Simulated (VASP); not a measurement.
Zn4SeO3: single point with PBE

Zn4SeO3:

```xyz
16
Lattice="0.0000 0.0000 5.6062 6.9362 0.0000 0.0000 -3.4681 6.0069 0.0000" Properties=species:S:1:pos:R:3 pbc="T T T"
Zn    0.0000    4.0046    2.5167
Zn    1.5323    0.8847    2.0125
Zn    3.4681    4.2376    2.0125
Zn    5.4039    0.8847    2.0125
Zn    3.4681    2.0023    5.3197
Zn    0.0000    1.7693    4.8156
Zn    1.9358    5.1222    4.8156
Zn   -1.9358    5.1222    4.8156
Se    3.4681    2.0023    2.8623
Se    0.0000    4.0046    0.0592
O     0.0000    1.9242    2.8192
O    -1.8017    5.0448    2.8192
O     1.8017    5.0448    2.8192
O     1.6664    0.9621    0.0161
O     3.4681    4.0827    0.0161
O     5.2697    0.9621    0.0161
```

| Property | Result |
| --- | --- |
| Program | VASP 6.6.1 |
| Task | single point |
| Functional | PBE |
| Potentials or basis | VASP PAW PBE potentials, release 64 (Zn, Se, O) |
| Cutoff | 520 eV |
| k mesh | 4 × 3 × 3 |
| Occupations | gaussian, width 0.1 eV |
| Spin | no spin polarisation |

```json
{"Pressure": "0.6 GPa", "Largest force": "0.026 eV/Å", "Band gap on the k mesh": "0.58 eV"}
```

Forces in eV/Å, atoms in the order of the input:
```
Zn   0.000  0.000 -0.004
Zn   0.022  0.013  0.006
Zn   0.000 -0.025  0.006
Zn  -0.022  0.013  0.006
Zn   0.000  0.000 -0.004
Zn   0.000  0.025  0.006
Zn  -0.022 -0.013  0.006
Zn   0.022 -0.013  0.006
Se   0.000  0.000  0.012
Se   0.000  0.000  0.012
O    0.000  0.023 -0.008
O    0.020 -0.012 -0.008
O   -0.020 -0.012 -0.008
O    0.020  0.012 -0.008
O    0.000 -0.023 -0.008
O   -0.020  0.012 -0.008
```

Stress tensor (GPa, compression positive):
```
0.59 0.00 0.00
0.00 0.59 0.00
0.00 0.00 0.69
```

Levels at points of the mesh, in eV from the valence-band top:
```tsv
k point	band 68	band 69	band 70	band 71	band 72	band 73	band 74	band 75	band 76	band 77
(0.00, 0.00, 0.00)	-0.27	-0.27	-0.27	0.00	0.00	0.58	2.71	4.60	4.60	5.30
(0.50, 0.00, 0.00)	-1.02	-0.18	-0.18	-0.18	-0.18	3.05	3.05	4.15	4.15	4.15
```

Run time: 17 min on 1 thread of Intel Xeon 8259CL, with other jobs on the host, peak memory 0.41 GiB.
